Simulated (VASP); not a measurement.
# Zn (Im-3m) in VASP: a series of runs, part 2 of 2

VASP 6.6.1. Earlier steps stand in the parts before.

## (3) Single point, r2SCAN

This run uses another cell than the first one, of 15.14 Å³/atom, 1.021 times its volume.

The input, POSCAR:

```
Zn
1.0
   -1.5585062330      1.5585062330      1.5585062330
    1.5585062330     -1.5585062330      1.5585062330
    1.5585062330      1.5585062330     -1.5585062330
Zn
1
Direct
    0.0000000000      0.0000000000      0.0000000000
```

The input, INCAR.step1:

```
SYSTEM = Zn
ALGO = Normal
EDIFF = 1E-4
ENCUT = 520
GGA = PE
ISMEAR = -1
LASPH = .True.
LCHARG = .False.
LREAL = .False.
LWAVE = .True.
NBANDS = 12
NELM = 100
PREC = Accurate
SIGMA = 0.05
```

The input, INCAR.step2:

```
SYSTEM = Zn
ALGO = Normal
EDIFF = 1E-6
ENCUT = 520
ISIF = 2
ISMEAR = -1
ISTART = 1
LASPH = .True.
LCHARG = .False.
LMIXTAU = .True.
LREAL = .False.
LWAVE = .False.
METAGGA = R2SCAN
NBANDS = 12
NELM = 100
PREC = Accurate
SIGMA = 0.05
```

The input, KPOINTS:

```
k-points
0
Gamma
  12 12 12
  0 0 0
```

Potentials or basis: VASP PAW PBE potentials, release 64 (Zn).

Run with:

```sh
$ cat potpaw_PBE.64/Zn/POTCAR > POTCAR
$ cp INCAR.step1 INCAR
$ mpirun -np 1 vasp_std > vasp.out
$ cp INCAR.step2 INCAR
$ mpirun -np 1 vasp_std > vasp.out
```

OUTCAR:

```text
SYSTEM = Zn
   EDIFF = 1E-6
   ENCUT = 520
   ISIF = 2
   ISMEAR = -1
   ISTART = 1
   LASPH = .True.
   LREAL = .False.
   METAGGA = R2SCAN
   NELM = 100
   PREC = Accurate

 ion  position               nearest neighbor table
   1  0.000  0.000  0.000-

  LATTYP: Found a body centered cubic cell.
 ALAT       =     3.1170124660

  Lattice vectors:

 A1 = (  -1.5585062330,   1.5585062330,   1.5585062330)
 A2 = (   1.5585062330,  -1.5585062330,   1.5585062330)
 A3 = (   1.5585062330,   1.5585062330,  -1.5585062330)

Analysis of symmetry for initial positions (statically):
=====================================================================
 Subroutine PRICEL returns:
 Original cell was already a primitive cell.

 Routine SETGRP: Setting up the symmetry group for a
 body centered cubic supercell.

 Subroutine GETGRP returns: Found 48 space group operations
 (whereof 48 operations were pure point group operations)
 out of a pool of 48 trial point group operations.

The static configuration has the point symmetry O_h .

Analysis of symmetry for dynamics (positions and initial velocities):
=====================================================================
 Subroutine PRICEL returns:
 Original cell was already a primitive cell.

 Routine SETGRP: Setting up the symmetry group for a
 body centered cubic supercell.

 Subroutine GETGRP returns: Found 48 space group operations
 (whereof 48 operations were pure point group operations)
 out of a pool of 48 trial point group operations.

The dynamic configuration has the point symmetry O_h .

 Subroutine INISYM returns: Found 48 space group operations
 (whereof 48 operations are pure point group operations),
 and found     1 'primitive' translations

----------------------------------------------------------------------------------------

                                     Primitive cell

  volume of cell :      15.1421

  direct lattice vectors                    reciprocal lattice vectors
    -1.558506233  1.558506233  1.558506233     0.000000000  0.320820019  0.320820019
     1.558506233 -1.558506233  1.558506233     0.320820019  0.000000000  0.320820019
     1.558506233  1.558506233 -1.558506233     0.320820019  0.320820019  0.000000000

  length of vectors
     2.699411979  2.699411979  2.699411979     0.453708023  0.453708023  0.453708023

  position of ions in fractional coordinates (direct lattice)
     0.000000000  0.000000000  0.000000000

  ion indices of the primitive-cell ions
   primitive index   ion index
                 1           1

----------------------------------------------------------------------------------------

 KPOINTS: k-points

Automatic generation of k-mesh.
 Grid dimensions read from file:
 generate k-points for:   12   12   12

 Generating k-lattice:

  Cartesian coordinates                     Fractional coordinates (reciprocal lattice)
     0.000000000  0.026735002  0.026735002     0.083333333  0.000000000  0.000000000
     0.026735002  0.000000000  0.026735002     0.000000000  0.083333333  0.000000000
     0.026735002  0.026735002  0.000000000     0.000000000  0.000000000  0.083333333

  Length of vectors
     0.037809002  0.037809002  0.037809002

  Shift w.r.t. Gamma in fractional coordinates (k-lattice)
     0.000000000  0.000000000  0.000000000

 Subroutine IBZKPT returns following result:
 ===========================================

 Found     72 irreducible k-points:

 Following reciprocal coordinates:
            Coordinates               Weight
  0.000000  0.000000  0.000000      1.000000
  0.083333  0.000000  0.000000     12.000000
  0.166667  0.000000  0.000000     12.000000
  0.250000  0.000000  0.000000     12.000000
  0.333333  0.000000  0.000000     12.000000
  0.416667  0.000000  0.000000     12.000000
[... 16 lines left out ...]
  0.333333  0.083333  0.083333     24.000000
  0.416667  0.083333  0.083333     12.000000
 [... further k-points ...]
   k-points           NKPTS =     72   k-points in BZ     NKDIM =     72   number of bands    NBANDS=     12
   number of dos      NEDOS =    301   number of ions     NIONS =      1
   total plane-waves  NPLWV =   8000
   dimension x,y,z NGX =    20 NGY =   20 NGZ =   20
   dimension x,y,z NGXF=    40 NGYF=   40 NGZF=   40
   ions per type =               1
   NGX,Y,Z   is equivalent  to a cutoff of  12.32, 12.32, 12.32 a.u.
   NGXF,Y,Z  is equivalent  to a cutoff of  24.63, 24.63, 24.63 a.u.
 SYSTEM =  Zn
   PREC   = accura    normal or accurate (medium, high low for compatibility)
   ISTART =      1    job   : 0-new  1-cont  2-samecut
   ICHARG =      0    charge: 1-file 2-atom 10-const
   ISPIN  =      1    spin polarized calculation?
   LNONCOLLINEAR =      F non collinear calculations
   LSORBIT =      F    spin-orbit coupling
   LASPH  =      T    aspherical Exc in radial PAW
   ENCUT  =  520.0 eV  38.22 Ry    6.18 a.u.   5.02  5.02  5.02*2*pi/ulx,y,z
   NELM   =    100;   NELMIN=  2; NELMDL=  0     # of ELM steps
   EDIFF  = 0.1E-05   stopping-criterion for ELM
   LREAL  =      F    real-space projection
   EDIFFG = 0.1E-04   stopping-criterion for IOM
   NSW    =      0    number of steps for IOM
   IBRION =     -1    ionic relax: 0-MD 1-quasi-New 2-CG
   NFREE  =      0    steps in history (QN), initial steepest desc. (CG)
   ISIF   =      2    stress and relaxation
   ISYM   =      2    0-nonsym 1-usesym 2-fastsym
   POTIM  = 0.5000    time-step for ionic-motion
   TEBEG  =    0.0;   TEEND  =   0.0 temperature during run
   PSTRESS=    0.0 pullay stress
   NELECT =      12.0000    total number of electrons
   NUPDOWN=      -1.0000    fix difference up-down
   EMIN   =  10.00;   EMAX   =-10.00  energy-range for DOS
   EFERMI =   0.00;   METHOD = LEGACY
   ISMEAR =    -1;   SIGMA  =   0.05  broadening in eV -4-tet -1-fermi 0-gaus
   EFERMI_NEDOS =   21; number of points for ismear=-14 and -15
   IALGO  =     38    algorithm
   IMIX   =      4    mixing-type and parameters
     AMIX     =   0.40;   BMIX     =  1.00
     AMIX_MAG =   1.60;   BMIX_MAG =  1.00
  volume/ion in A,a.u.               =      15.14       102.18
  Fermi-wavevector in a.u.,A,eV,Ry     =   1.514979  2.862896 31.227580  2.295162
  Thomas-Fermi vector in A             =   2.624564
   LORBIT       =      0    0 simple, 1 ext, 2 COOP (PROOUT), +10 PAW based schemes
   METAGGA = R2SCAN    functional components
   LHFCALC =     F    Hartree Fock is set to
   AEXX    =    0.0000 exact exchange contribution
   IVDW    =     0    specifies the selected vdW correction
   LEPSILON=     F    determine dielectric tensor
   LRPA    =     F    only Hartree local field effects (RPA)
 non-spin polarized calculation
  energy-cutoff  :      520.00
  volume of cell :       15.14
 maximum number of plane-waves:       420
   NGX =  9   NGY =  9   NGZ =  9

 number of electron      12.0000023 magnetization

 Free energy of the ion-electron system (eV)
  ---------------------------------------------------
  ext. energy  EPLUGINS =         0.00000000
  ---------------------------------------------------
  free energy    TOTEN  =        -8.78790013 eV

  energy without entropy =       -8.78427403  energy(sigma->0) =       -8.78608708

 E-fermi :   3.1350     XC(G=0): -12.7109

 val. band max:        3.0491386279   @ k =   0.3333   0.2500   0.0833
 cond. band min:       3.1358257324   @ k =   0.4167   0.0833   0.0000
 fundamental gap:      0.0866871045
 Fermi energy:         3.1349963421

 k-point     1 :       0.0000    0.0000    0.0000
  band No.  band energies     occupation
      1      -7.8894      2.00000
      2      -5.0341      2.00000
      3      -5.0339      2.00000
      4      -5.0339      2.00000
      5      -4.5162      2.00000
      6      -4.5162      2.00000
      7      23.5995      0.00000
      8      23.5995      0.00000
      9      23.5997      0.00000
     10      24.9989      0.00000
     11      24.9989      0.00000
     12      24.9989      0.00000

 k-point     2 :       0.0833    0.0000    0.0000
  band No.  band energies     occupation
      1      -7.6568      2.00000
      2      -5.0557      2.00000
      3      -5.0293      2.00000
      4      -4.9805      2.00000
      5      -4.5361      2.00000
      6      -4.5149      2.00000
      7      20.4201      0.00000
      8      21.9774      0.00000
      9      22.4889      0.00000
     10      23.5017      0.00000
     11      23.7181      0.00000
     12      24.8215      0.00000
[... 316 lines left out ...]
 k-point    24 :       0.4167    0.0833    0.0833
  band No.  band energies     occupation
      1      -5.5931      2.00000
      2      -5.3530      2.00000
      3      -4.5239      2.00000
      4      -4.4796      2.00000
      5      -4.4170      2.00000
      6       0.9115      2.00000
      7       2.5082      1.99999
      8      12.3095      0.00000
      9      12.8438      0.00000
     10      23.6452      0.00000
     11      24.6162      0.00000
     12      32.9651      0.00000

 [... further k-points ...]
[... 5 lines left out ...]
  --------------------------------------------------------------------------------------
  -------------------------------------------------------------------------------------
  Total       -0.3272863     -0.3272863     -0.3272863      0.0000000      0.0000000     -0.0000000
  in kB      -34.6300266    -34.6300266    -34.6300266      0.0000000      0.0000000     -0.0000000
  external PRESSURE =     -34.6300266 kB  Pullay stress =       0.0000000 kB

 VOLUME and BASIS-vectors are now :
 -----------------------------------------------------------------------------
  energy-cutoff  :      520.00
  volume of cell :       15.14
      direct lattice vectors                 reciprocal lattice vectors
    -1.558506233  1.558506233  1.558506233     0.000000000  0.320820019  0.320820019
     1.558506233 -1.558506233  1.558506233     0.320820019  0.000000000  0.320820019
     1.558506233  1.558506233 -1.558506233     0.320820019  0.320820019  0.000000000

 POSITION                                       TOTAL-FORCE (eV/Angst)
 -----------------------------------------------------------------------------------
      0.00000      0.00000      0.00000         0.000000     -0.000000     -0.000000
 -----------------------------------------------------------------------------------
    total drift:                                0.000000     -0.000000      0.000000

  FREE ENERGIE OF THE ION-ELECTRON SYSTEM (eV)
  ---------------------------------------------------
  free  energy   TOTEN  =        -8.7879001291 eV

  energy  without entropy=       -8.7842740329  energy(sigma->0) =       -8.78608708
```

Wall time 44 s (1 thread of AMD EPYC 7R43 (Zen 3), shared host); peak memory 0.1 GiB.

What came out:

```
Free energy            : -8.7879 eV
Pressure               : -3.5 GPa
Band gap on the k mesh : zero (band 6 reaches 7.60 eV, above the bottom of band 7 at 2.21 eV)
```

Levels at points of the mesh, in eV from the Fermi level:
```csv
k point,band 4,band 5,band 6,band 7,band 8,band 9
"(0.00, 0.00, 0.00)",-8.17,-7.65,-7.65,20.46,20.46,20.46
"(0.50, 0.00, 0.00)",-7.62,-7.30,-2.96,-0.93,12.15,13.49
"(0.50, 0.50, 0.50)",-7.38,-7.38,4.47,4.47,4.47,8.41
```

Caveat: the PAW data sets were made with another functional, which shifts forces and pressure a little.

## (4) Single point, r2SCAN

This run uses another cell than the first one, of 15.45 Å³/atom, 1.042 times its volume.

The input, POSCAR:

```
Zn
1.0
   -1.5690370000      1.5690370000      1.5690370000
    1.5690370000     -1.5690370000      1.5690370000
    1.5690370000      1.5690370000     -1.5690370000
Zn
1
Direct
    0.0000000000      0.0000000000      0.0000000000
```

The input, INCAR.step1:

```
SYSTEM = Zn
PREC = Accurate
ENCUT = 520
ISMEAR = -1
SIGMA = 0.05
LREAL = .FALSE.
LASPH = .TRUE.
NELM = 60
NBANDS = 12
GGA = PE
ALGO = Normal
EDIFF = 1E-4
LWAVE = .TRUE.
LCHARG = .FALSE.
```

The input, INCAR.step2:

```
SYSTEM = Zn
PREC = Accurate
ENCUT = 520
EDIFF = 1E-6
ISMEAR = -1
SIGMA = 0.05
LREAL = .FALSE.
LASPH = .TRUE.
NELM = 60
ALGO = Normal
ISIF = 2
LWAVE = .FALSE.
LCHARG = .FALSE.
METAGGA = R2SCAN
LMIXTAU = .TRUE.
NBANDS = 12
ISTART = 1
```

The input, KPOINTS:

```
regular mesh
0
G
  12 12 12
  0 0 0
```

Run with:

```sh
$ cat potpaw_PBE.64/Zn/POTCAR > POTCAR
$ cp INCAR.step1 INCAR
$ mpirun -np 1 vasp_std > vasp.out
$ cp INCAR.step2 INCAR
$ mpirun -np 1 vasp_std > vasp.out
```

Wall time 51 s (1 thread of AMD EPYC 7R43 (Zen 3), shared host); peak memory 0.09 GiB.

Results (log left out):

```
Free energy            : -8.7797 eV
Pressure               : -4.7 GPa
Band gap on the k mesh : zero (band 6 reaches 7.42 eV, above the bottom of band 7 at 2.03 eV)
```

Levels at points of the mesh, in eV from the Fermi level:
```csv
k point,band 3,band 4,band 5,band 6,band 7,band 8,band 9,band 10
"(0.00, 0.00, 0.00)",-8.09,-8.09,-7.59,-7.59,20.13,20.13,20.13,21.71
"(0.50, 0.00, 0.00)",-7.62,-7.56,-7.25,-2.85,-0.95,11.99,13.37,15.77
"(0.50, 0.50, 0.50)",-7.33,-7.33,-7.33,4.45,4.45,4.45,8.17,8.70
```

Caveat: the PAW data sets were made with another functional, which shifts forces and pressure a little.

## (5) Single point, r2SCAN

This run uses another cell than the first one, of 15.76 Å³/atom, 1.062 times its volume.

The input, POSCAR:

```
Zn
1.0
   -1.5794282763      1.5794282763      1.5794282763
    1.5794282763     -1.5794282763      1.5794282763
    1.5794282763      1.5794282763     -1.5794282763
Zn
1
Direct
    0.0000000000      0.0000000000      0.0000000000
```

The input, INCAR.step1:

```
SYSTEM = Zn
PREC     = Accurate       ! precision mode
ENCUT    = 520            ! plane-wave cutoff, eV
ISMEAR   = -1             ! smearing method
SIGMA    = 0.05           ! smearing width, eV
LREAL    = .False.        ! projectors in reciprocal space
LASPH    = .True.         ! aspherical terms in the spheres
NELM     = 60             ! most SCF steps
NBANDS   = 12             ! bands
GGA      = PE             ! functional
ALGO     = Normal         ! electronic algorithm
EDIFF    = 1E-4           ! SCF threshold, eV
LWAVE    = .True.         ! write WAVECAR
LCHARG   = .False.        ! write CHGCAR
```

The input, INCAR.step2:

```
SYSTEM = Zn
PREC     = Accurate       ! precision mode
ENCUT    = 520            ! plane-wave cutoff, eV
EDIFF    = 1E-6           ! SCF threshold, eV
ISMEAR   = -1             ! smearing method
SIGMA    = 0.05           ! smearing width, eV
LREAL    = .False.        ! projectors in reciprocal space
LASPH    = .True.         ! aspherical terms in the spheres
NELM     = 60             ! most SCF steps
ALGO     = Normal         ! electronic algorithm
ISIF     = 2              ! what is computed and relaxed
LWAVE    = .False.        ! write WAVECAR
LCHARG   = .False.        ! write CHGCAR
METAGGA  = R2SCAN         ! meta-GGA
LMIXTAU  = .True.       
NBANDS   = 12             ! bands
ISTART   = 1
```

The input, KPOINTS:

```
regular mesh
0
Gamma
  12 12 12
  0 0 0
```

Run with:

```sh
$ cat potpaw_PBE.64/Zn/POTCAR > POTCAR
$ cp INCAR.step1 INCAR
$ mpirun -np 1 vasp_std > vasp.out
$ cp INCAR.step2 INCAR
$ mpirun -np 1 vasp_std > vasp.out
```

Wall time 47 s (1 thread of AMD EPYC 7R43 (Zen 3), shared host); peak memory 0.1 GiB.

The run converged. Its results:

```yaml
Free_energy: -8.7693 eV
Pressure: -5.8 GPa
Band_gap_on_the_k_mesh: zero (band 6 reaches 7.24 eV, above the bottom of band 7 at 1.85 eV)
```

Levels at points of the mesh, in eV from the Fermi level:
| k point | band 4 | band 5 | band 6 | band 7 | band 8 | band 9 |
| --- | --- | --- | --- | --- | --- | --- |
| (0.00, 0.00, 0.00) | -8.02 | -7.54 | -7.54 | 19.81 | 19.81 | 19.81 |
| (0.50, 0.00, 0.00) | -7.51 | -7.21 | -2.75 | -0.97 | 11.83 | 13.25 |
| (0.50, 0.50, 0.50) | -7.29 | -7.29 | 4.42 | 4.42 | 4.42 | 7.94 |

Caveat: the PAW data sets were made with another functional, which shifts forces and pressure a little.

## (6) The runs side by side

```csv
cell,gap on the mesh (eV),pressure (GPa)
"a = 2.681 Å, angles 109.5°, 1 atom",none,-2.0
"a = 2.699 Å, angles 109.5°, 1 atom",none,-3.5
"a = 2.718 Å, angles 109.5°, 1 atom",none,-4.7
"a = 2.736 Å, angles 109.5°, 1 atom",none,-5.8
```

Alike in all rows: task single point; level r2SCAN; potentials or basis VASP PAW PBE potentials, release 64 (Zn); no spin polarisation; k mesh 12 × 12 × 12; cutoff (eV) 520; smearing fermi-dirac 0.05 eV.

Caveats: the PAW data sets were made with another functional, which shifts forces and pressure a little.

Total energies depend on the potentials used, so only differences within one code and one set of settings carry meaning.
